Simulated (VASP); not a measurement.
Input of a VASP 6.6.1 run:

Contents of INCAR:

```
ALGO     = Normal         # electronic algorithm
EDIFF    = 1E-6           # SCF threshold, eV
ENCUT    = 520            # plane-wave cutoff, eV
GGA      = PE             # functional
ISIF     = 2              # what is computed and relaxed
ISMEAR   = -1             # smearing method
LASPH    = T              # aspherical terms in the spheres
LCHARG   = F              # write CHGCAR
LREAL    = F              # projectors in reciprocal space
LWAVE    = F              # write WAVECAR
NBANDS   = 11             # bands
NELM     = 100            # most SCF steps
PREC     = Accurate       # precision mode
SIGMA    = 0.08           # smearing width, eV
```

KPOINTS

```
k-points
0
Gamma
  16 16 16
```

The input POSCAR:

```
AlN
1.0
    0.0000000000      1.9868492523      1.9868492523
    1.9868492523      0.0000000000      1.9868492523
    1.9868492523      1.9868492523      0.0000000000
Al N
1 1
Direct
    0.0000000000      0.0000000000      0.0000000000
    0.5000000000      0.5000000000      0.5000000000
```

Potentials or basis: VASP PAW PBE potentials, release 64 (Al, N).

The run is started by

```sh
$ cat potpaw_PBE.64/Al/POTCAR potpaw_PBE.64/N/POTCAR > POTCAR
$ mpirun -np 1 vasp_std > vasp.out
```

Q: Estimate the pressure.

A: 20.7 GPa.

Q: What does it give for the band gap on the k mesh?

A: 5.12 eV, indirect (least direct gap 6.45 eV).

A k mesh can miss the band edges. Expect the measured gap to be larger: semilocal functionals such as PBE lack the derivative discontinuity.
